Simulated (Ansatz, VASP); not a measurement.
LiH4BrO2 in VASP and in Ansatz

```xyz
16
Lattice="5.3001 0.1060 0.0000 2.7625 5.8770 0.0000 0.9410 2.7331 5.7339" Properties=species:S:1:pos:R:3 pbc="T T T"
Li    3.1404    3.6100    2.7542
Li    5.8631    5.1061    2.9797
H     8.1077    5.9335    1.5932
H     0.8958    2.7826    4.1407
H     5.4441    2.8913    1.6149
H     3.5594    5.8248    4.1190
H     4.9233    4.0375    0.7535
H     4.0803    4.6787    4.9804
H     7.1521    4.9649    0.7700
H     1.8514    3.7512    4.9639
Br    1.8775    1.3771    1.3101
Br    7.1260    7.3390    4.4238
O     7.4858    5.1466    1.6849
O     1.5177    3.5695    4.0490
O     4.8626    3.6674    1.6629
O     4.1409    5.0487    4.0710
```

Change from the starting cell: xy shear strain of +4 %.

Alike in both runs: task electric field gradients; functional PBE; k mesh 5 × 4 × 4; occupations fermi-dirac, width 0.02 eV; no spin polarisation.

|  | VASP | Ansatz |
| --- | --- | --- |
| version | VASP 6.6.1 | Ansatz 0.2.0 |
| potentials or method | VASP PAW PBE potentials, release 64 (Li_sv, H, Br, O) | plane-wave PAW, scalar-relativistic |
| plane-wave cutoff (eV) | 520 | 420 |
| valence electrons in the cell | 52 | 52 |

VASP gave:

| Property | Result |
| --- | --- |
| gap on the k mesh at the Fermi level (eV) | 4.45 |
| rms of the force components (eV/Å) | 0.335 |
| size of Vzz on the site where it differs most (V/Å²) | 134.6 |

Task: Estimate Ansatz's values.

Result: gap on the k mesh at the Fermi level (eV): 4.45; rms of the force components (eV/Å): 0.326; size of Vzz on the site where it differs most (V/Å²): 136.1.

Atom by atom the forces differ by 0.043 eV/Å (rms over components).

Noted on VASP's run: the cutoff is under 1.25 times that of the potentials, so the pressure is a little rough.
